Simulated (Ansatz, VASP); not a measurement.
**KTaO3: VASP beside Ansatz**

```xyz
5
Lattice="3.9856 0.0000 0.0000 0.0000 3.9856 0.0000 0.0000 0.0000 3.9856" Properties=species:S:1:pos:R:3 pbc="T T T"
K     1.9928    1.9928    1.9928
Ta    0.0000    0.0000    0.0000
O     0.0000    1.9928    0.0000
O     0.0000    0.0000    1.9928
O     1.9928    0.0000    0.0000
```

Alike in both runs: task single point; functional PBEsol; k mesh 8 × 8 × 8; occupations gaussian, width 0.02 eV; no spin polarisation.

|  | VASP | Ansatz |
| --- | --- | --- |
| version | VASP 6.6.1 | Ansatz 0.2.0 |
| potentials or method | VASP PAW PBE potentials, release 64 (K_sv, Ta_pv, O), cutoff 520 eV | scalar-relativistic, plane waves, PAW |
| valence electrons in the cell | 38 | 40 |

VASP gave:

* gap on the k mesh at the Fermi level (eV): 2.09
* least direct gap on the mesh (eV): 2.71
* pressure (GPa): 0.7

Problem. What did Ansatz give for the same quantities?

Solution. gap on the k mesh at the Fermi level (eV): 2.14; least direct gap on the mesh (eV): 2.75; pressure (GPa): 0.0.

VASP's potentials were made for PBE, not for PBEsol. VASP's potentials hold 38 valence electrons a cell and Ansatz's 40, so a difference there can come from the potentials and not from the codes.

Neither program's run includes spin-orbit coupling.
